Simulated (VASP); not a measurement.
# AlN (P6_3mc) in VASP: notebook, part 2 of 2

VASP 6.6.1. Earlier steps stand in the parts before.

## 4. Single point, PBEsol-based screened hybrid

Contents of POSCAR:

```
AlN
1.0
    3.1130000000      0.0000000000      0.0000000000
   -1.5565000000      2.6959370820      0.0000000000
    0.0000000000      0.0000000000      4.9810000000
Al N
2 2
Direct
    0.6666666667      0.3333333333      0.5000000000
    0.3333333333      0.6666666667      0.0000000000
    0.6666666667      0.3333333333      0.8800000000
    0.3333333333      0.6666666667      0.3800000000
```

Contents of INCAR.step1:

```
PREC = Accurate
ENCUT = 520
EDIFF = 1E-5
ISMEAR = -1
SIGMA = 0.05
LREAL = False
LASPH = True
NELM = 60
ALGO = Normal
ISIF = 2
LWAVE = True
GGA = PE
NBANDS = 16
```

Contents of INCAR.step2:

```
PREC = Accurate
ENCUT = 520
EDIFF = 1E-6
ISMEAR = -1
SIGMA = 0.05
LREAL = False
LASPH = True
NELM = 60
ALGO = Normal
ISIF = 2
LWAVE = False
LCHARG = True
GGA = PS
LHFCALC = True
AEXX = 0.25
HFSCREEN = 0.207
PRECFOCK = Normal
LELF = True
LVHAR = True
ISTART = 1
NBANDS = 16
```

Contents of KPOINTS:

```
Automatic mesh
0
Gamma
  5 5 3
```

Potentials or basis: VASP PAW PBE potentials, release 64 (Al, N).

The run is started by

```sh
$ cat potpaw_PBE.64/Al/POTCAR potpaw_PBE.64/N/POTCAR > POTCAR
$ cp INCAR.step1 INCAR
$ mpirun -np 1 vasp_std > vasp.out
$ cp INCAR.step2 INCAR
$ mpirun -np 1 vasp_std > vasp.out
```

OUTCAR:

```text
PREC = Accurate
   ENCUT = 520
   EDIFF = 1E-6
   ISMEAR = -1
   LREAL = False
   LASPH = True
   NELM = 60
   ISIF = 2
   GGA = PS
   LHFCALC = True
   AEXX = 0.25
   HFSCREEN = 0.207
   PRECFOCK = Normal
   ISTART = 1

 ion  position               nearest neighbor table
   1  0.667  0.333  0.500-   3 1.89   4 1.89   4 1.89   4 1.89   2 3.07   2 3.07   2 3.07   2 3.07
                             2 3.07   2 3.07
   2  0.333  0.667  0.000-   4 1.89   3 1.89   3 1.89   3 1.89   1 3.07   1 3.07   1 3.07   1 3.07
                             1 3.07   1 3.07
   3  0.667  0.333  0.880-   1 1.89   2 1.89   2 1.89   2 1.89
   4  0.333  0.667  0.380-   2 1.89   1 1.89   1 1.89   1 1.89

  LATTYP: Found a hexagonal cell.
 ALAT       =     3.1130000000
 C/A-ratio  =     1.6000642467

  Lattice vectors:

 A1 = (   3.1130000000,   0.0000000000,   0.0000000000)
 A2 = (  -1.5565000000,   2.6959370820,   0.0000000000)
 A3 = (   0.0000000000,   0.0000000000,   4.9810000000)

Analysis of symmetry for initial positions (statically):
=====================================================================
 Subroutine PRICEL returns:
 Original cell was already a primitive cell.

 Routine SETGRP: Setting up the symmetry group for a
 hexagonal supercell.

 Subroutine GETGRP returns: Found 12 space group operations
 (whereof  6 operations were pure point group operations)
 out of a pool of 24 trial point group operations.

The static configuration has the point symmetry C_3v.
 The point group associated with its full space group is C_6v.

Analysis of symmetry for dynamics (positions and initial velocities):
=====================================================================
 Subroutine PRICEL returns:
 Original cell was already a primitive cell.
[... 122 lines left out ...]
   LORBIT       =      0    0 simple, 1 ext, 2 COOP (PROOUT), +10 PAW based schemes
   GGA     = PS    functional components
   LHFCALC =     T    Hartree Fock is set to
   PRECFOCK=normal    Normal, Fast or Accurate (Low or Medium for compatibility)
   ENCUT4O =  -1.0   cutoff for four orbital integrals eV
   NKREDX  =     1    reduce k-point grid by
   NKREDY  =     1    reduce k-point grid by
   NKREDZ  =     1    reduce k-point grid by
   AEXX    =    0.2500 exact exchange contribution
   HFSCREEN=    0.2070 screening length (either q_TF or 0.3 A-1)
   HFSCREENC=   0.2070 screening length for correlation (either q_TF or 0.3 A-1)
   ENCUTFOCK=  -1.0 apply spherical cutoff to Coloumb kernel
   IVDW    =     0    specifies the selected vdW correction
   LEPSILON=     F    determine dielectric tensor
   LRPA    =     F    only Hartree local field effects (RPA)
 non-spin polarized calculation
  energy-cutoff  :      520.00
  volume of cell :       41.80
 maximum number of plane-waves:      1142
 NGX is ok and might be reduce to    24
  NGX = 18; NGY = 18; NGZ = 28

 number of electron      15.9999997 magnetization

 Free energy of the ion-electron system (eV)
  ---------------------------------------------------
  ext. energy  EPLUGINS =         0.00000000
  ---------------------------------------------------
  free energy    TOTEN  =       -35.98675852 eV

  energy without entropy =      -35.98675852  energy(sigma->0) =      -35.98675852

 E-fermi :   6.2068     XC(G=0):  -9.1162

 val. band max:        5.1502566669   @ k =   0.0000   0.0000   0.0000
 cond. band min:      10.6820678864   @ k =   0.0000   0.0000   0.0000
 fundamental gap:      5.5318112196
 Fermi energy:         6.2067871710

 k-point     1 :       0.0000    0.0000    0.0000
  band No.  band energies     occupation
      1     -11.4915      2.00000
      2      -9.1745      2.00000
      3      -1.3711      2.00000
      4       4.2283      2.00000
      5       4.2283      2.00000
      6       4.9558      2.00000
[... 167 lines left out ...]
      3      -0.5953      2.00000
      4      -0.0942      2.00000
      5       1.4201      2.00000
      6       2.4110      2.00000
[... 8 lines left out ...]
     15      20.1266      0.00000
     16      21.5454      0.00000

------------------------ aborting loop because EDIFF is reached ----------------------------------------

  FORCE on cell =-STRESS in cart. coord.  units (eV):
  Direction    XX          YY          ZZ          XY          YZ          ZX
  --------------------------------------------------------------------------------------
  -------------------------------------------------------------------------------------
  Total       -1.1398292     -1.1398292     -0.7494004      0.0000000      0.0000000     -0.0000000
  in kB      -43.6862685    -43.6862685    -28.7222909      0.0000000      0.0000000     -0.0000000
  external PRESSURE =     -38.6982760 kB  Pullay stress =       0.0000000 kB

 VOLUME and BASIS-vectors are now :
 -----------------------------------------------------------------------------
  energy-cutoff  :      520.00
  volume of cell :       41.80
      direct lattice vectors                 reciprocal lattice vectors
     3.113000000  0.000000000  0.000000000     0.321233537  0.185464269  0.000000000
    -1.556500000  2.695937082  0.000000000     0.000000000  0.370928538  0.000000000
     0.000000000  0.000000000  4.981000000     0.000000000  0.000000000  0.200762899

 POSITION                                       TOTAL-FORCE (eV/Angst)
 -----------------------------------------------------------------------------------
      1.55650      0.89865      2.49050        -0.000000     -0.000000     -0.131258
     -0.00000      1.79729      0.00000         0.000000      0.000000     -0.131258
      1.55650      0.89865      4.38328         0.000000      0.000000      0.131258
     -0.00000      1.79729      1.89278        -0.000000     -0.000000      0.131258
 -----------------------------------------------------------------------------------
    total drift:                               -0.000000     -0.000000      0.000258

  FREE ENERGIE OF THE ION-ELECTRON SYSTEM (eV)
  ---------------------------------------------------
  free  energy   TOTEN  =       -35.9867585187 eV

  energy  without entropy=      -35.9867585187  energy(sigma->0) =      -35.98675852
```

Run time: 4.8 min. Hardware: 1 thread of AMD EPYC 7R13 (Zen 3), shared host; peak memory 0.22 GiB.

Results:

```yaml
Free_energy: -35.9868 eV
Pressure: -3.9 GPa
Largest_force: 0.131 eV/Å
Band_gap_on_the_k_mesh: 5.53 eV, direct
```

Forces on the atoms (eV/Å):
```
Al   0.000  0.000 -0.131
Al   0.000  0.000 -0.131
N    0.000  0.000  0.131
N    0.000  0.000  0.131
```

Levels at points of the mesh, in eV from the valence-band top:
```csv
k point,band 5,band 6,band 7,band 8,band 9,band 10,band 11,band 12
"(0.00, 0.00, 0.00)",-0.92,-0.19,-0.19,0.00,5.53,8.07,12.39,12.70
```

Caveat: the k points lie up to 0.47 Å⁻¹ apart; the PAW data sets were made with another functional, which shifts forces and pressure a little.

## 5. Single point, PBE0

POSCAR is that of step 4.

Contents of INCAR.step1:

```
ALGO = Normal
EDIFF = 1E-5
ENCUT = 520
GGA = PE
ISIF = 2
ISMEAR = 0
LASPH = T
LCHARG = F
LREAL = F
LWAVE = T
NBANDS = 16
NELM = 60
PREC = Accurate
SIGMA = 0.01
```

Contents of INCAR.step2:

```
AEXX = 0.25
ALGO = Normal
EDIFF = 1E-6
ENCUT = 520
GGA = PE
ISIF = 2
ISMEAR = 0
ISTART = 1
LASPH = T
LCHARG = F
LHFCALC = T
LREAL = F
LWAVE = F
NBANDS = 16
NELM = 60
PREC = Accurate
PRECFOCK = Normal
SIGMA = 0.01
```

Contents of KPOINTS:

```
k-points
0
Gamma
  6 6 4
```

The run is started by

```sh
$ cat potpaw_PBE.64/Al/POTCAR potpaw_PBE.64/N/POTCAR > POTCAR
$ cp INCAR.step1 INCAR
$ mpirun -np 1 vasp_std > vasp.out
$ cp INCAR.step2 INCAR
$ mpirun -np 1 vasp_std > vasp.out
```

Wall time 23 min (1 thread of Intel Xeon Platinum 8259CL at 2.50GHz (Skylake/Cascade Lake), shared host); peak memory 0.18 GiB.

The run converged. Its results:

* Free energy: -36.7407 eV
* Pressure: -1.7 GPa
* Largest force: 0.128 eV/Å
* Band gap on the k mesh: 6.31 eV, direct

Forces on the atoms (eV/Å):
```
Al   0.000  0.000 -0.128
Al   0.000  0.000 -0.128
N    0.000  0.000  0.128
N    0.000  0.000  0.128
```

Stress tensor (GPa, compression positive):
```
-2.27  0.00  0.00
 0.00 -2.27  0.00
 0.00  0.00 -0.66
```

Levels at points of the mesh, in eV from the valence-band top:
| k point | band 4 | band 5 | band 6 | band 7 | band 8 | band 9 | band 10 | band 11 | band 12 | band 13 |
| --- | --- | --- | --- | --- | --- | --- | --- | --- | --- | --- |
| (0.00, 0.00, 0.00) | -0.93 | -0.93 | -0.20 | -0.20 | 0.00 | 6.31 | 8.89 | 13.24 | 13.56 | 13.56 |
| (0.50, 0.00, 0.00) | -4.52 | -3.65 | -2.28 | -1.90 | -0.73 | 7.94 | 7.94 | 10.51 | 12.88 | 13.28 |
| (0.00, 0.00, 0.50) | -3.60 | -0.57 | -0.57 | -0.57 | -0.57 | 8.71 | 8.71 | 12.79 | 12.79 | 13.88 |
| (0.50, 0.00, 0.50) | -6.09 | -1.59 | -1.59 | -1.48 | -1.48 | 7.42 | 7.42 | 11.59 | 11.59 | 14.57 |

Caveat: the PAW data sets were made with another functional, which shifts forces and pressure a little.

## 6. The runs side by side

| level | k mesh | smearing | screening parameter | share of exact exchange | gap on the mesh (eV) | pressure (GPa) | largest force (eV/Å) |
| --- | --- | --- | --- | --- | --- | --- | --- |
| HSE06 | 5 × 5 × 3 | methfessel-paxton 0.05 eV | 0.2079 1/Å | - | 5.58 | -1.7 | 0.13 |
| B3LYP | 5 × 5 × 3 | fermi-dirac 0.05 eV | - | - | 6.20 | 1.9 | 0.12 |
| PBEsol-based screened hybrid | 5 × 5 × 3 | fermi-dirac 0.05 eV | 0.207 1/Å | 0.25 | 5.53 | -3.9 | 0.13 |
| PBE0 | 6 × 6 × 4 | gaussian 0.01 eV | - | - | 6.31 | -1.7 | 0.13 |

Alike in all rows: task single point; potentials or basis VASP PAW PBE potentials, release 64 (Al, N); no spin polarisation; cell as given; cutoff (eV) 520.

Caveats: some runs use coarse meshes; the PAW data sets were made with another functional, which shifts forces and pressure a little.

Total energies depend on the potentials used, so only differences within one code and one set of settings carry meaning.

## 7. Comparison with measurements

Step 5. Against the measured gap of AlN, 6.034 eV (an exciton energy, a little under the gap; 10 K; quoted in “Self-assembly of well-separated AlN nanowires directly on sputtered metallic TiN films”, 2019, arxiv:1910.07391), the calculated 6.31 eV is off by +0.28 eV. 2 values of this kind are on record (6.034 to 6.0343 eV); this one was drawn at random. The value is that of PBE0, without temperature or zero-point motion.
